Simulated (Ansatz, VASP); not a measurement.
## Hf: VASP beside Ansatz

```
CELL_PARAMETERS angstrom
2.93263 0.00000 0.00000
-1.46632 2.53973 0.00000
0.00000 0.00000 4.71690
ATOMIC_POSITIONS crystal
Hf 0.33333 0.66667 0.25000
Hf 0.66667 0.33333 0.75000
```

Change from the starting cell: volume scaled by 0.78, LAPW.

Alike in both runs: task single point; functional PBE; k mesh 14 × 14 × 8; occupations fermi-dirac, width 0.05 eV; no spin polarisation.

|  | VASP | Ansatz |
| --- | --- | --- |
| version | VASP 6.6.1 | Ansatz 0.2.0 |
| potentials or method | VASP PAW PBE potentials, release 64 (Hf_pv), cutoff 520 eV | all-electron LAPW, scalar-relativistic |

Ansatz gave:

```
pressure (GPa)                                                : 40.4
traceless stress, the component that is largest in VASP (GPa) : -0.03
```

Question: Estimate VASP's values.

Answer: Pressure (GPa): 39.8; traceless stress, the component that is largest in VASP (GPa): -0.19.

Both programs put the cell under a high pressure, so it lies far from rest at this level. Ansatz ran all-electron here, and VASP with PAW potentials.

Neither program's run includes spin-orbit coupling.
